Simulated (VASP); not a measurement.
# BiB3H12 in VASP: further runs

Runs on BiB3H12. Level: PBE. Tasks: single point.

Program: VASP 6.6.1. These are calculated values, not measurements. Logs are shortened: lines on timing, memory, paths and dates and some standing lists are left out, and cuts for length are marked.

## 1. The cell of the first run

The cell holds a molecule in a box, 16 atoms: a = 14.220 Å, b = 14.460 Å, c = 10.770 Å, α = 90.00°, β = 90.00°, γ = 90.00°.

## 2. Single point, PBE

The input, INCAR:

```
PREC = Accurate
ENCUT = 520
EDIFF = 1E-6
ISMEAR = 0
SIGMA = 0.01
LREAL = Auto
LASPH = True
NELM = 60
ALGO = Normal
ISIF = 2
LWAVE = False
LCHARG = False
GGA = PE
NBANDS = 32
```

The input, KPOINTS:

```
Automatic mesh
0
Gamma
  1 1 1
```

The input, POSCAR:

```
BiB3H12
1.0
   14.2200000000      0.0000000000      0.0000000000
    0.0000000000     14.4600000000      0.0000000000
    0.0000000000      0.0000000000     10.7700000000
Bi B H
1 3 12
Direct
    0.4623579500      0.5014785600      0.5727734400
    0.6302594900      0.5006362400      0.5062312000
    0.3791490900      0.6448941900      0.5062339800
    0.3776652600      0.3589066400      0.5062330500
    0.6832784800      0.5057358200      0.4178273000
    0.6461258800      0.4401390000      0.5823788300
    0.5602594900      0.4755525600      0.4356963800
    0.6170492300      0.5781908700      0.5509730700
    0.3481483800      0.6874986200      0.4178300800
    0.4244929700      0.6886549100      0.5823816200
    0.4362384000      0.5978208900      0.4356982400
    0.3174564000      0.5948658400      0.5509758600
    0.3556455700      0.3112033200      0.4178291600
    0.3164557000      0.3756431500      0.5823806900
    0.3905745400      0.4310636200      0.4356973100
    0.4525682100      0.3313796700      0.5509730700
```

Potentials or basis: VASP PAW PBE potentials, release 64 (Bi_d, B, H).

On the command line:

```
$ cat potpaw_PBE.64/Bi_d/POTCAR potpaw_PBE.64/B/POTCAR potpaw_PBE.64/H/POTCAR > POTCAR
$ mpirun -np 1 vasp_gam > vasp.out
```

OUTCAR:

```text
PREC = Accurate
   ENCUT = 520
   EDIFF = 1E-6
   ISMEAR = 0
   LREAL = Auto
   LASPH = True
   NELM = 60
   ISIF = 2
   GGA = PE

 ion  position               nearest neighbor table
   1  0.462  0.501  0.573-  11 2.06   7 2.06  15 2.06   4 2.49   2 2.49   3 2.49
   2  0.630  0.501  0.506-   5 1.22   6 1.22   8 1.23   7 1.30   1 2.49
   3  0.379  0.645  0.506-   9 1.22  10 1.22  12 1.23  11 1.30   1 2.49
   4  0.378  0.359  0.506-  13 1.22  14 1.22  16 1.23  15 1.30   1 2.49
   5  0.683  0.506  0.418-   2 1.22
   6  0.646  0.440  0.582-   2 1.22
   7  0.560  0.476  0.436-   2 1.30   1 2.06
   8  0.617  0.578  0.551-   2 1.23
   9  0.348  0.687  0.418-   3 1.22
  10  0.424  0.689  0.582-   3 1.22
  11  0.436  0.598  0.436-   3 1.30   1 2.06
  12  0.317  0.595  0.551-   3 1.23
  13  0.356  0.311  0.418-   4 1.22
  14  0.316  0.376  0.582-   4 1.22
  15  0.391  0.431  0.436-   4 1.30   1 2.06
  16  0.453  0.331  0.551-   4 1.23

  LATTYP: Found a simple orthorhombic cell.
 ALAT       =    10.7700000000
 B/A-ratio  =     1.3203342618
 C/A-ratio  =     1.3426183844

  Lattice vectors:

 A1 = (   0.0000000000,   0.0000000000,  10.7700000000)
 A2 = (  14.2200000000,   0.0000000000,   0.0000000000)
 A3 = (   0.0000000000,  14.4600000000,   0.0000000000)

Analysis of symmetry for initial positions (statically):
=====================================================================
 Subroutine PRICEL returns:
 Original cell was already a primitive cell.

 Routine SETGRP: Setting up the symmetry group for a
 simple orthorhombic supercell.

 Subroutine GETGRP returns: Found  1 space group operations
 (whereof  1 operations were pure point group operations)
 out of a pool of  8 trial point group operations.

The static configuration has the point symmetry C_1 .

Analysis of symmetry for dynamics (positions and initial velocities):
=====================================================================
 Subroutine PRICEL returns:
 Original cell was already a primitive cell.

 Routine SETGRP: Setting up the symmetry group for a
 simple orthorhombic supercell.

 Subroutine GETGRP returns: Found  1 space group operations
 (whereof  1 operations were pure point group operations)
[... 106 lines left out ...]
   EDIFF  = 0.1E-05   stopping-criterion for ELM
   LREAL  =      T    real-space projection
   EDIFFG = 0.1E-04   stopping-criterion for IOM
   NSW    =      0    number of steps for IOM
   IBRION =     -1    ionic relax: 0-MD 1-quasi-New 2-CG
   NFREE  =      0    steps in history (QN), initial steepest desc. (CG)
   ISIF   =      2    stress and relaxation
   ISYM   =      2    0-nonsym 1-usesym 2-fastsym
   POTIM  = 0.5000    time-step for ionic-motion
   TEBEG  =    0.0;   TEEND  =   0.0 temperature during run
   PSTRESS=    0.0 pullay stress
   NELECT =      36.0000    total number of electrons
   NUPDOWN=      -1.0000    fix difference up-down
   EMIN   =  10.00;   EMAX   =-10.00  energy-range for DOS
   EFERMI =   0.00;   METHOD = LEGACY
   ISMEAR =     0;   SIGMA  =   0.01  broadening in eV -4-tet -1-fermi 0-gaus
   EFERMI_NEDOS =   21; number of points for ismear=-14 and -15
   IALGO  =     38    algorithm
   IMIX   =      4    mixing-type and parameters
     AMIX     =   0.40;   BMIX     =  1.00
     AMIX_MAG =   1.60;   BMIX_MAG =  1.00
  volume/ion in A,a.u.               =     138.41       934.03
  Fermi-wavevector in a.u.,A,eV,Ry     =   0.414713  0.783694  2.340025  0.171987
  Thomas-Fermi vector in A             =   1.373181
   LORBIT       =      0    0 simple, 1 ext, 2 COOP (PROOUT), +10 PAW based schemes
   GGA     = PE    functional components
   LHFCALC =     F    Hartree Fock is set to
   AEXX    =    0.0000 exact exchange contribution
   IVDW    =     0    specifies the selected vdW correction
   LEPSILON=     F    determine dielectric tensor
   LRPA    =     F    only Hartree local field effects (RPA)
 non-spin polarized calculation
 Gauss-broadening in eV      SIGMA  =   0.01
  energy-cutoff  :      520.00
  volume of cell :     2214.54
 maximum number of plane-waves:     29773
 NGX is ok and might be reduce to   108
   NGX = 53   NGY = 53   NGZ = 41

 number of electron      35.9999994 magnetization

 Free energy of the ion-electron system (eV)
  ---------------------------------------------------
  ext. energy  EPLUGINS =         0.00000000
  ---------------------------------------------------
  free energy    TOTEN  =       -63.20581164 eV

  energy without entropy =      -63.20581164  energy(sigma->0) =      -63.20581164

 E-fermi :  -7.0945     XC(G=0):  -0.9981

 val. band max:       -7.1656173972   @ k =   0.0000   0.0000   0.0000
 cond. band min:      -2.6923563161   @ k =   0.0000   0.0000   0.0000
 fundamental gap:      4.4732610811
 Fermi energy:        -7.0944520248

 k-point     1 :       0.0000    0.0000    0.0000
  band No.  band energies     occupation
      1     -28.6888      2.00000
      2     -28.6887      2.00000
      3     -28.6469      2.00000
      4     -28.6455      2.00000
      5     -28.6454      2.00000
      6     -17.5946      2.00000
[... 22 lines left out ...]
     29       0.8986      0.00000
     30       0.9802      0.00000
 [bands above 30 left out]

------------------------ aborting loop because EDIFF is reached ----------------------------------------

  FORCE on cell =-STRESS in cart. coord.  units (eV):
  Direction    XX          YY          ZZ          XY          YZ          ZX
  --------------------------------------------------------------------------------------
  -------------------------------------------------------------------------------------
  Total       -0.3624520     -0.3559469     -0.6033310      0.0005838     -0.0077106      0.0014607
  in kB       -0.2622270     -0.2575207     -0.4364984      0.0004224     -0.0055785      0.0010568
  external PRESSURE =      -0.3187487 kB  Pullay stress =       0.0000000 kB

 VOLUME and BASIS-vectors are now :
 -----------------------------------------------------------------------------
  energy-cutoff  :      520.00
  volume of cell :     2214.54
      direct lattice vectors                 reciprocal lattice vectors
    14.220000000  0.000000000  0.000000000     0.070323488  0.000000000  0.000000000
     0.000000000 14.460000000  0.000000000     0.000000000  0.069156293  0.000000000
     0.000000000  0.000000000 10.770000000     0.000000000  0.000000000  0.092850511

 POSITION                                       TOTAL-FORCE (eV/Angst)
 -----------------------------------------------------------------------------------
      6.57473      7.25138      6.16877        -0.006238      0.004574      0.412938
      8.96229      7.23920      5.45211         0.030702     -0.018705     -0.110073
      5.39150      9.32517      5.45214         0.000790      0.032991     -0.108533
      5.37040      5.18979      5.45213        -0.029167     -0.015800     -0.107448
      9.71622      7.31294      4.50000        -0.043349     -0.004911      0.127933
      9.18791      6.36441      6.27222        -0.042292      0.101467     -0.104848
[... 8 lines left out ...]
      5.55397      6.23318      4.69246        -0.063579     -0.150488      0.006562
      6.43552      4.79175      5.93398        -0.104733      0.031501     -0.058855
 -----------------------------------------------------------------------------------
    total drift:                               -0.000794      0.005078     -0.004861

  FREE ENERGIE OF THE ION-ELECTRON SYSTEM (eV)
  ---------------------------------------------------
  free  energy   TOTEN  =       -63.2058116366 eV

  energy  without entropy=      -63.2058116366  energy(sigma->0) =      -63.20581164
```

OSZICAR:

```text
N       E                     dE             d eps       ncg     rms          rms(c)
DAV:   1     0.252576096751E+03    0.25258E+03   -0.11132E+04    80   0.685E+02
DAV:   2    -0.105510202924E+02   -0.26313E+03   -0.25639E+03    88   0.170E+02
DAV:   3    -0.705652699712E+02   -0.60014E+02   -0.59751E+02    80   0.807E+01
[... 17 lines left out ...]
DAV:  21    -0.632057995669E+02   -0.67122E-05   -0.25784E-07    72   0.236E-03    0.491E-04
DAV:  22    -0.632058073040E+02   -0.77371E-05   -0.15764E-07    64   0.179E-03    0.216E-04
DAV:  23    -0.632058094980E+02   -0.21940E-05   -0.37530E-08    72   0.952E-04    0.134E-04
DAV:  24    -0.632058114869E+02   -0.19890E-05   -0.51146E-08    56   0.826E-04    0.868E-05
DAV:  25    -0.632058116366E+02   -0.14966E-06    0.41602E-10    72   0.356E-04
   1 F= -.63205812E+02 E0= -.63205812E+02  d E =-.570869E-24
```

Run time: 2.7 min. Hardware: 1 thread of Intel Xeon 6975P-C (Granite Rapids), shared host; peak memory 1.5 GiB.

Results:

| Quantity | Value |
| --- | --- |
| Free energy | -63.2058 eV |
| Largest force | 0.413 eV/Å |
| Gap between the frontier levels | 4.47 eV |

Forces in eV/Å, atoms in the order of the input:
```
Bi  -0.006  0.005  0.413
B    0.031 -0.019 -0.110
B    0.001  0.033 -0.109
B   -0.029 -0.016 -0.107
H   -0.043 -0.005  0.128
H   -0.042  0.101 -0.105
H    0.163  0.020  0.007
H    0.025 -0.107 -0.059
H    0.026 -0.036  0.128
H   -0.067 -0.088 -0.105
H   -0.098  0.130  0.007
H    0.080  0.074 -0.059
H    0.018  0.040  0.128
H    0.110 -0.014 -0.105
H   -0.064 -0.150  0.007
H   -0.105  0.032 -0.059
```

Caveat: spin-orbit coupling is left out, which moves the levels of the heavy elements.

## 3. Single point, PBE, non-collinear spin, zero start, spin-orbit coupling

The input, INCAR:

```
SYSTEM = BiB3H12
PREC = Accurate ; ENCUT = 520
EDIFF = 1E-6 ; ISMEAR = 0
SIGMA = 0.01 ; LREAL = Auto
LASPH = .TRUE. ; NELM = 150
ALGO = Normal ; ISIF = 2
LWAVE = .FALSE. ; LCHARG = .FALSE.
LNONCOLLINEAR = .TRUE. ; MAGMOM = 0 0 0 0 0 0 0 0 0 0 0 0 0 0 0 0 0 0 0 0 0 0 0 0 0 0 0 0 0 0 0 0 0 0 0 0 0 0 0 0 0 0 0 0 0 0 0 0
LORBIT = 11 ; LSORBIT = .TRUE.
GGA_COMPAT = .FALSE. ; LORBMOM = .TRUE.
GGA = PE ; NBANDS = 62
```

The input, KPOINTS:

```
Automatic mesh
0
G
  1 1 1
  0 0 0
```

POSCAR is that of step 2.

Potentials or basis: VASP PAW PBE potentials, release 64 (Bi_d, B, H).

On the command line:

```
$ cat potpaw_PBE.64/Bi_d/POTCAR potpaw_PBE.64/B/POTCAR potpaw_PBE.64/H/POTCAR > POTCAR
$ mpirun -np 1 vasp_ncl > vasp.out
```

OUTCAR:

```text
SYSTEM = BiB3H12
   PREC = Accurate
   ENCUT = 520
   EDIFF = 1E-6
   ISMEAR = 0
   LREAL = Auto
   LASPH = .TRUE.
   NELM = 150
   ISIF = 2
   LNONCOLLINEAR = .TRUE.
   LORBIT = 11
   LSORBIT = .TRUE.
   GGA = PE

 ion  position               nearest neighbor table
   1  0.462  0.501  0.573-  11 2.06   7 2.06  15 2.06   4 2.49   2 2.49   3 2.49
   2  0.630  0.501  0.506-   5 1.22   6 1.22   8 1.23   7 1.30   1 2.49
   3  0.379  0.645  0.506-   9 1.22  10 1.22  12 1.23  11 1.30   1 2.49
   4  0.378  0.359  0.506-  13 1.22  14 1.22  16 1.23  15 1.30   1 2.49
   5  0.683  0.506  0.418-   2 1.22
   6  0.646  0.440  0.582-   2 1.22
   7  0.560  0.476  0.436-   2 1.30   1 2.06
   8  0.617  0.578  0.551-   2 1.23
   9  0.348  0.687  0.418-   3 1.22
  10  0.424  0.689  0.582-   3 1.22
  11  0.436  0.598  0.436-   3 1.30   1 2.06
  12  0.317  0.595  0.551-   3 1.23
  13  0.356  0.311  0.418-   4 1.22
  14  0.316  0.376  0.582-   4 1.22
  15  0.391  0.431  0.436-   4 1.30   1 2.06
  16  0.453  0.331  0.551-   4 1.23

  LATTYP: Found a simple orthorhombic cell.
 ALAT       =    10.7700000000
 B/A-ratio  =     1.3203342618
 C/A-ratio  =     1.3426183844

  Lattice vectors:

 A1 = (   0.0000000000,   0.0000000000,  10.7700000000)
 A2 = (  14.2200000000,   0.0000000000,   0.0000000000)
 A3 = (   0.0000000000,  14.4600000000,   0.0000000000)

Analysis of symmetry for initial positions (statically):
=====================================================================
 Subroutine PRICEL returns:
 Original cell was already a primitive cell.

 Routine SETGRP: Setting up the symmetry group for a
 simple orthorhombic supercell.

 Subroutine GETGRP returns: Found  1 space group operations
 (whereof  1 operations were pure point group operations)
 out of a pool of  8 trial point group operations.

The static configuration has the point symmetry C_1 .

Analysis of symmetry for dynamics (positions and initial velocities):
[... 354 lines left out ...]
 ----------------------------------------
            0.000  -0.000  -0.000

 Spin-Orbit-Coupling matrix elements

 Ion:    1  E_soc:     -1.1918717
 l=   1
     0.0000000    -0.1392319    -0.1240884
    -0.1392319     0.0000000    -0.1392195
    -0.1240884    -0.1392195     0.0000000
 l=   2
     0.0000000    -0.0128580     0.0000000    -0.0128579    -0.0517287
    -0.0128580     0.0000000    -0.0388728    -0.0124897    -0.0128580
     0.0000000    -0.0388728     0.0000000    -0.0388729     0.0000000
    -0.0128579    -0.0124897    -0.0388729     0.0000000    -0.0128579
    -0.0517287    -0.0128580     0.0000000    -0.0128579     0.0000000
 l=   3
     0.0000000     0.0000000     0.0000000     0.0000000     0.0000000     0.0000000     0.0000000
     0.0000000     0.0000000     0.0000000     0.0000000     0.0000000     0.0000000     0.0000000
     0.0000000     0.0000000     0.0000000     0.0000000     0.0000000     0.0000000     0.0000000
     0.0000000     0.0000000     0.0000000     0.0000000     0.0000000     0.0000000     0.0000000
[... 289 lines left out ...]
 l=   2
     0.0000000     0.0000000     0.0000000     0.0000000     0.0000000
     0.0000000     0.0000000     0.0000000     0.0000000     0.0000000
     0.0000000     0.0000000     0.0000000     0.0000000     0.0000000
     0.0000000     0.0000000     0.0000000     0.0000000     0.0000000
     0.0000000     0.0000000     0.0000000     0.0000000     0.0000000
 l=   3
     0.0000000     0.0000000     0.0000000     0.0000000     0.0000000     0.0000000     0.0000000
     0.0000000     0.0000000     0.0000000     0.0000000     0.0000000     0.0000000     0.0000000
     0.0000000     0.0000000     0.0000000     0.0000000     0.0000000     0.0000000     0.0000000
     0.0000000     0.0000000     0.0000000     0.0000000     0.0000000     0.0000000     0.0000000
     0.0000000     0.0000000     0.0000000     0.0000000     0.0000000     0.0000000     0.0000000
     0.0000000     0.0000000     0.0000000     0.0000000     0.0000000     0.0000000     0.0000000
     0.0000000     0.0000000     0.0000000     0.0000000     0.0000000     0.0000000     0.0000000

 total charge

# of ion       s       p       d       tot
------------------------------------------
    1        1.583   1.084   9.991  12.658
    2        0.708   1.355   0.000   2.062
    3        0.708   1.355   0.000   2.062
    4        0.708   1.355   0.000   2.062
    5        0.578   0.020   0.000   0.598
    6        0.599   0.019   0.000   0.618
[... 8 lines left out ...]
   15        0.559   0.019   0.000   0.578
   16        0.591   0.019   0.000   0.610
--------------------------------------------------
tot         10.689   5.378   9.991  26.059

 magnetization (x)

# of ion       s       p       d       tot
------------------------------------------
    1        0.000  -0.000  -0.000   0.000
    2       -0.000   0.000   0.000   0.000
    3       -0.000   0.000   0.000   0.000
    4       -0.000   0.000   0.000   0.000
    5        0.000  -0.000   0.000   0.000
    6       -0.000   0.000   0.000  -0.000
[... 8 lines left out ...]
   15        0.000  -0.000   0.000   0.000
   16        0.000  -0.000   0.000   0.000
--------------------------------------------------
tot          0.000   0.000  -0.000   0.000

 magnetization (y)

# of ion       s       p       d       tot
------------------------------------------
    1       -0.000   0.000   0.000  -0.000
    2        0.000  -0.000   0.000  -0.000
    3        0.000  -0.000   0.000  -0.000
    4        0.000   0.000   0.000   0.000
    5       -0.000   0.000   0.000  -0.000
    6        0.000  -0.000   0.000   0.000
[... 8 lines left out ...]
   15       -0.000   0.000   0.000  -0.000
   16       -0.000  -0.000   0.000  -0.000
--------------------------------------------------
tot         -0.000  -0.000   0.000  -0.000

 magnetization (z)

# of ion       s       p       d       tot
------------------------------------------
    1       -0.000   0.000  -0.000  -0.000
    2        0.000  -0.000   0.000  -0.000
    3        0.000  -0.000   0.000  -0.000
    4       -0.000   0.000   0.000   0.000
    5       -0.000  -0.000   0.000  -0.000
    6        0.000  -0.000   0.000   0.000
[... 8 lines left out ...]
   15       -0.000  -0.000   0.000  -0.000
   16        0.000   0.000   0.000   0.000
--------------------------------------------------
tot         -0.000  -0.000  -0.000  -0.000
```

Wall time 19 min (1 thread of Intel Xeon 6975P-C (Granite Rapids), shared host); peak memory 4.9 GiB.

What came out:

```
Free energy                                           : -63.7730 eV
Largest force                                         : 0.425 eV/Å
Net moment                                            : 0.00 μB per cell
Valence electrons inside the program's atomic spheres : Bi 12.66; B 2.06; H 0.60, 0.62, 0.58, 0.61 (each value once)
```

Forces in eV/Å, atoms in the order of the input:
```
Bi  -0.006  0.005  0.425
B    0.022 -0.015 -0.041
B    0.002  0.023 -0.040
B   -0.021 -0.010 -0.038
H   -0.053 -0.003  0.095
H   -0.036  0.109 -0.115
H    0.182  0.011 -0.015
H    0.051 -0.111 -0.066
H    0.029 -0.046  0.095
H   -0.076 -0.086 -0.115
H   -0.100  0.151 -0.015
H    0.070  0.099 -0.066
H    0.025  0.048  0.094
H    0.113 -0.023 -0.115
H   -0.081 -0.163 -0.016
H   -0.121  0.011 -0.066
```

Moments on the atoms (μB; x, y, z):
```
Bi  0.00 0.00 0.00
B   0.00 0.00 0.00
B   0.00 0.00 0.00
B   0.00 0.00 0.00
H   0.00 0.00 0.00
H   0.00 0.00 0.00
H   0.00 0.00 0.00
H   0.00 0.00 0.00
H   0.00 0.00 0.00
H   0.00 0.00 0.00
H   0.00 0.00 0.00
H   0.00 0.00 0.00
H   0.00 0.00 0.00
H   0.00 0.00 0.00
H   0.00 0.00 0.00
H   0.00 0.00 0.00
```
